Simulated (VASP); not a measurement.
# Si3N4 (I-43d) in VASP: relaxation of the atoms with PBE

Aim: the relaxation of the atoms of Si3N4 with PBE.

Program: VASP 6.6.1. These are calculated values, not measurements. Logs are shortened: lines on timing, memory, paths and dates and some standing lists are left out, and cuts for length are marked.

### Step 1. The cell of the first run

It takes space group I-43d (No. 220, cubic). The conventional cell has a = 6.555 Å, b = 6.555 Å, c = 6.555 Å, α = 90.00°, β = 90.00°, γ = 90.00°. Within 2.4 Å of Si (site symmetry -4) lie 4 N at 1.77 Å. N (site symmetry 3) has 3 Si at 1.77 Å within 2.4 Å.

### Step 2. Relaxation of the atoms, PBE (10.06 Å³/atom)

INCAR reads:

```
PREC     = Accurate       # precision mode
ENCUT    = 520            # plane-wave cutoff, eV
EDIFF    = 1E-6           # SCF threshold, eV
ISMEAR   = 0              # smearing method
SIGMA    = 0.02           # smearing width, eV
LREAL    = F              # projectors in reciprocal space
LASPH    = T              # aspherical terms in the spheres
NELM     = 80             # most SCF steps
ALGO     = Normal         # electronic algorithm
ISIF     = 2              # what is computed and relaxed
LWAVE    = F              # write WAVECAR
LCHARG   = F              # write CHGCAR
GGA      = PE             # functional
IBRION   = 2              # ionic algorithm
NSW      = 50             # ionic steps
EDIFFG   = -0.01          # ionic threshold
```

KPOINTS reads:

```
Automatic mesh
0
Gamma
  6 6 6
```

POSCAR reads:

```
Si3N4
1.0
   -3.2773374670      3.2773374670      3.2773374670
    3.2773374670     -3.2773374670      3.2773374670
    3.2773374670      3.2773374670     -3.2773374670
Si N
6 8
Direct
    0.2500000000      0.1250000000      0.8750000000
    0.8750000000      0.2500000000      0.1250000000
    0.7500000000      0.3750000000      0.6250000000
    0.6250000000      0.7500000000      0.3750000000
    0.1250000000      0.8750000000      0.2500000000
    0.3750000000      0.6250000000      0.7500000000
    0.5626966952      0.5626966952      0.5626966952
    0.4373033048      0.5000000000      0.0000000000
    0.5000000000      0.0000000000      0.9373033048
    0.0000000000      0.4373033048      0.5000000000
    0.9373033048      0.5000000000      0.0000000000
    0.0626966952      0.0626966952      0.0626966952
    0.0000000000      0.9373033048      0.5000000000
    0.5000000000      0.0000000000      0.4373033048
```

Potentials or basis: VASP PAW PBE potentials, release 64 (Si, N).

The run is started by

```bash
cat potpaw_PBE.64/Si/POTCAR potpaw_PBE.64/N/POTCAR > POTCAR
mpirun -np 1 vasp_std > vasp.out
```

OUTCAR:

```text
PREC = Accurate
   ENCUT = 520
   EDIFF = 1E-6
   ISMEAR = 0
   LREAL = F
   LASPH = T
   NELM = 80
   ISIF = 2
   GGA = PE
   IBRION = 2
   NSW = 50
   EDIFFG = -0.01

 ion  position               nearest neighbor table
   1  0.250  0.125  0.875-   9 1.77   8 1.77  12 1.77  13 1.77   6 3.07   2 3.07   4 3.07   2 3.07
                             5 3.07   5 3.07   6 3.07   4 3.07
   2  0.875  0.250  0.125-  10 1.77  12 1.77   9 1.77  11 1.77   6 3.07   1 3.07   3 3.07   5 3.07
                             3 3.07   1 3.07   6 3.07   5 3.07
   3  0.750  0.375  0.625-   7 1.77  11 1.77  14 1.77  10 1.77   5 3.07   2 3.07   4 3.07   6 3.07
                             2 3.07   4 3.07   5 3.07   6 3.07
   4  0.625  0.750  0.375-  14 1.77   8 1.77  13 1.77   7 1.77   6 3.07   1 3.07   3 3.07   3 3.07
                             5 3.07   6 3.07   1 3.07   5 3.07
   5  0.125  0.875  0.250-  11 1.77  12 1.77  13 1.77  14 1.77   4 3.07   3 3.07   1 3.07   1 3.07
                             2 3.07   3 3.07   4 3.07   2 3.07
   6  0.375  0.625  0.750-   7 1.77   8 1.77   9 1.77  10 1.77   4 3.07   2 3.07   4 3.07   1 3.07
                             3 3.07   1 3.07   2 3.07   3 3.07
   7  0.563  0.563  0.563-   3 1.77   4 1.77   6 1.77
   8  0.437  0.500  0.000-   1 1.77   4 1.77   6 1.77
   9  0.500  0.000  0.937-   1 1.77   2 1.77   6 1.77
  10  0.000  0.437  0.500-   2 1.77   6 1.77   3 1.77
  11  0.937  0.500  0.000-   3 1.77   5 1.77   2 1.77
  12  0.063  0.063  0.063-   2 1.77   1 1.77   5 1.77
  13  0.000  0.937  0.500-   1 1.77   4 1.77   5 1.77
  14  0.500  0.000  0.437-   4 1.77   3 1.77   5 1.77

  LATTYP: Found a body centered cubic cell.
 ALAT       =     6.5546749340

  Lattice vectors:

 A1 = (  -3.2773374670,   3.2773374670,   3.2773374670)
 A2 = (   3.2773374670,  -3.2773374670,   3.2773374670)
 A3 = (   3.2773374670,   3.2773374670,  -3.2773374670)

Analysis of symmetry for initial positions (statically):
=====================================================================
 Subroutine PRICEL returns:
 Original cell was already a primitive cell.

 Routine SETGRP: Setting up the symmetry group for a
 body centered cubic supercell.

 Subroutine GETGRP returns: Found 24 space group operations
 (whereof  3 operations were pure point group operations)
 out of a pool of 48 trial point group operations.

The static configuration has the point symmetry C_3 .
 The point group associated with its full space group is T_d .

Analysis of symmetry for dynamics (positions and initial velocities):
=====================================================================
 Subroutine PRICEL returns:
 Original cell was already a primitive cell.

 Routine SETGRP: Setting up the symmetry group for a
 body centered cubic supercell.

 Subroutine GETGRP returns: Found 24 space group operations
 (whereof  3 operations were pure point group operations)
 out of a pool of 48 trial point group operations.

The dynamic configuration has the point symmetry C_3 .
 The point group associated with its full space group is T_d .

 Subroutine INISYM returns: Found 24 space group operations
 (whereof  3 operations are pure point group operations),
 and found     1 'primitive' translations

----------------------------------------------------------------------------------------

                                     Primitive cell

  volume of cell :     140.8068

  direct lattice vectors                    reciprocal lattice vectors
    -3.277337467  3.277337467  3.277337467     0.000000000  0.152562867  0.152562867
     3.277337467 -3.277337467  3.277337467     0.152562867  0.000000000  0.152562867
     3.277337467  3.277337467 -3.277337467     0.152562867  0.152562867  0.000000000

  length of vectors
     5.676515006  5.676515006  5.676515006     0.215756476  0.215756476  0.215756476

  position of ions in fractional coordinates (direct lattice)
     0.250000000  0.125000000  0.875000000
     0.875000000  0.250000000  0.125000000
     0.750000000  0.375000000  0.625000000
     0.625000000  0.750000000  0.375000000
     0.125000000  0.875000000  0.250000000
     0.375000000  0.625000000  0.750000000
     0.562696695  0.562696695  0.562696695
     0.437303305  0.500000000  0.000000000
     0.500000000  0.000000000  0.937303305
     0.000000000  0.437303305  0.500000000
     0.937303305  0.500000000  0.000000000
     0.062696695  0.062696695  0.062696695
     0.000000000  0.937303305  0.500000000
     0.500000000  0.000000000  0.437303305

  ion indices of the primitive-cell ions
   primitive index   ion index
                 1           1
                 2           2
                 3           3
                 4           4
                 5           5
                 6           6
                 7           7
                 8           8
                 9           9
                10          10
                11          11
                12          12
                13          13
                14          14

----------------------------------------------------------------------------------------

 KPOINTS: Automatic mesh

Automatic generation of k-mesh.
 Grid dimensions read from file:
 generate k-points for:    6    6    6

 Generating k-lattice:

  Cartesian coordinates                     Fractional coordinates (reciprocal lattice)
     0.000000000  0.025427144  0.025427144     0.166666667  0.000000000  0.000000000
     0.025427144  0.000000000  0.025427144     0.000000000  0.166666667  0.000000000
     0.025427144  0.025427144  0.000000000     0.000000000  0.000000000  0.166666667

  Length of vectors
     0.035959413  0.035959413  0.035959413

  Shift w.r.t. Gamma in fractional coordinates (k-lattice)
     0.000000000  0.000000000  0.000000000

 Subroutine IBZKPT returns following result:
 ===========================================

 Found     16 irreducible k-points:

 Following reciprocal coordinates:
            Coordinates               Weight
  0.000000  0.000000  0.000000      1.000000
  0.166667  0.000000  0.000000     12.000000
  0.333333  0.000000  0.000000     12.000000
  0.500000  0.000000  0.000000      6.000000
  0.166667  0.166667  0.000000     24.000000
  0.333333  0.166667  0.000000     48.000000
[... 8 lines left out ...]
  0.500000  0.500000  0.333333     12.000000
  0.500000  0.500000  0.500000      1.000000
   k-points           NKPTS =     16   k-points in BZ     NKDIM =     16   number of bands    NBANDS=     40
   number of dos      NEDOS =    301   number of ions     NIONS =     14
   total plane-waves  NPLWV =  74088
   dimension x,y,z NGX =    42 NGY =   42 NGZ =   42
   dimension x,y,z NGXF=    84 NGYF=   84 NGZF=   84
   ions per type =               6   8
   NGX,Y,Z   is equivalent  to a cutoff of  12.30, 12.30, 12.30 a.u.
   NGXF,Y,Z  is equivalent  to a cutoff of  24.60, 24.60, 24.60 a.u.
 SYSTEM =  unknown system
   PREC   = accura    normal or accurate (medium, high low for compatibility)
   ISTART =      0    job   : 0-new  1-cont  2-samecut
   ICHARG =      2    charge: 1-file 2-atom 10-const
   ISPIN  =      1    spin polarized calculation?
   LNONCOLLINEAR =      F non collinear calculations
   LSORBIT =      F    spin-orbit coupling
   LASPH  =      T    aspherical Exc in radial PAW
   ENCUT  =  520.0 eV  38.22 Ry    6.18 a.u.  10.55 10.55 10.55*2*pi/ulx,y,z
   NELM   =     80;   NELMIN=  2; NELMDL= -5     # of ELM steps
   EDIFF  = 0.1E-05   stopping-criterion for ELM
   LREAL  =      F    real-space projection
   EDIFFG = -.1E-01   stopping-criterion for IOM
   NSW    =     50    number of steps for IOM
   IBRION =      2    ionic relax: 0-MD 1-quasi-New 2-CG
   NFREE  =      1    steps in history (QN), initial steepest desc. (CG)
   ISIF   =      2    stress and relaxation
   ISYM   =      2    0-nonsym 1-usesym 2-fastsym
   POTIM  = 0.5000    time-step for ionic-motion
   TEBEG  =    0.0;   TEEND  =   0.0 temperature during run
   PSTRESS=    0.0 pullay stress
   NELECT =      64.0000    total number of electrons
   NUPDOWN=      -1.0000    fix difference up-down
   EMIN   =  10.00;   EMAX   =-10.00  energy-range for DOS
   EFERMI =   0.00;   METHOD = LEGACY
   ISMEAR =     0;   SIGMA  =   0.02  broadening in eV -4-tet -1-fermi 0-gaus
   EFERMI_NEDOS =   21; number of points for ismear=-14 and -15
   IALGO  =     38    algorithm
   IMIX   =      4    mixing-type and parameters
     AMIX     =   0.40;   BMIX     =  1.00
     AMIX_MAG =   1.60;   BMIX_MAG =  1.00
  volume/ion in A,a.u.               =      10.06        67.87
  Fermi-wavevector in a.u.,A,eV,Ry     =   1.258714  2.378624 21.556533  1.584360
  Thomas-Fermi vector in A             =   2.392310
   LORBIT       =      0    0 simple, 1 ext, 2 COOP (PROOUT), +10 PAW based schemes
   GGA     = PE    functional components
   LHFCALC =     F    Hartree Fock is set to
   AEXX    =    0.0000 exact exchange contribution
   IVDW    =     0    specifies the selected vdW correction
   LEPSILON=     F    determine dielectric tensor
   LRPA    =     F    only Hartree local field effects (RPA)
 conjugate gradient relaxation of ions
 non-spin polarized calculation
 Gauss-broadening in eV      SIGMA  =   0.02
  energy-cutoff  :      520.00
  volume of cell :      140.81
 maximum number of plane-waves:      3830
   NGX = 21   NGY = 21   NGZ = 21

--------------------------------------- Ionic step        1  -------------------------------------------

 number of electron      63.9999992 magnetization

 Free energy of the ion-electron system (eV)
  ---------------------------------------------------
  ext. energy  EPLUGINS =         0.00000000
  ---------------------------------------------------
  free energy    TOTEN  =      -113.05207092 eV

  energy without entropy =     -113.05207092  energy(sigma->0) =     -113.05207092

------------------------ aborting loop because EDIFF is reached ----------------------------------------

  FORCE on cell =-STRESS in cart. coord.  units (eV):
  Direction    XX          YY          ZZ          XY          YZ          ZX
  --------------------------------------------------------------------------------------
  -------------------------------------------------------------------------------------
  Total       -6.6242860     -6.6242860     -6.6242860      0.0000000      0.0000000     -0.0000000
  in kB      -75.3748006    -75.3748006    -75.3748006      0.0000000      0.0000000     -0.0000000
  external PRESSURE =     -75.3748006 kB  Pullay stress =       0.0000000 kB
[... 129 lines left out ...]
  energy  without entropy=     -113.0555944607  energy(sigma->0) =     -113.05559446

--------------------------------------- Ionic step        4  -------------------------------------------

 number of electron      64.0000000 magnetization

 Free energy of the ion-electron system (eV)
  ---------------------------------------------------
  ext. energy  EPLUGINS =         0.00000000
  ---------------------------------------------------
  free energy    TOTEN  =      -113.05574226 eV

  energy without entropy =     -113.05574226  energy(sigma->0) =     -113.05574226

 E-fermi :   7.4094     XC(G=0): -11.2078

 val. band max:        7.2947486378   @ k =   0.3333   0.3333   0.0000
 cond. band min:      11.2073005943   @ k =  -0.1667   0.1667   0.1667
 fundamental gap:      3.9125519565
 Fermi energy:         7.4093718553

 k-point     1 :       0.0000    0.0000    0.0000
  band No.  band energies     occupation
      1     -10.6086      2.00000
      2      -7.8701      2.00000
      3      -7.8701      2.00000
      4      -7.8701      2.00000
      5      -7.3585      2.00000
      6      -7.3585      2.00000
[... 718 lines left out ...]
  FREE ENERGIE OF THE ION-ELECTRON SYSTEM (eV)
  ---------------------------------------------------
  free  energy   TOTEN  =      -113.0557422607 eV

  energy  without entropy=     -113.0557422607  energy(sigma->0) =     -113.05574226

 reached required accuracy - stopping structural energy minimisation
```

Wall time 4.1 min (1 thread of Intel Xeon Platinum 8259CL at 2.50GHz (Skylake/Cascade Lake), shared host); peak memory 0.28 GiB.

What came out:

- Free energy: -113.0557 eV
- Energy gained by relaxing: 0.3 meV/atom
- Ionic steps: 4
- Pressure after relaxing: -7.3 GPa
- Band gap on the k mesh: 3.91 eV (least direct gap 4.12 eV)

The path:
| step | energy change (eV) | largest force (eV/Å) | pressure (GPa) |
| --- | --- | --- | --- |
| 1 | 0.0000 | 0.0725 | -7.54 |
| 2 | -0.0018 | 0.0517 | -7.47 |
| 3 | -0.0035 | 0.0129 | -7.35 |
| 4 | -0.0037 | 0.0019 | -7.30 |

Final structure:
```
Si N
1.0
    -3.27734    3.27734    3.27734
     3.27734   -3.27734    3.27734
     3.27734    3.27734   -3.27734
Si N
6 8
Direct
  0.25000 0.12500 0.87500
  0.87500 0.25000 0.12500
  0.75000 0.37500 0.62500
  0.62500 0.75000 0.37500
  0.12500 0.87500 0.25000
  0.37500 0.62500 0.75000
  0.56485 0.56485 0.56485
  0.43515 0.50000 0.00000
  0.50000 0.00000 0.93515
  0.00000 0.43515 0.50000
  0.93515 0.50000 0.00000
  0.06485 0.06485 0.06485
  0.00000 0.93515 0.50000
  0.50000 0.00000 0.43515
```

A k mesh can miss the band edges.
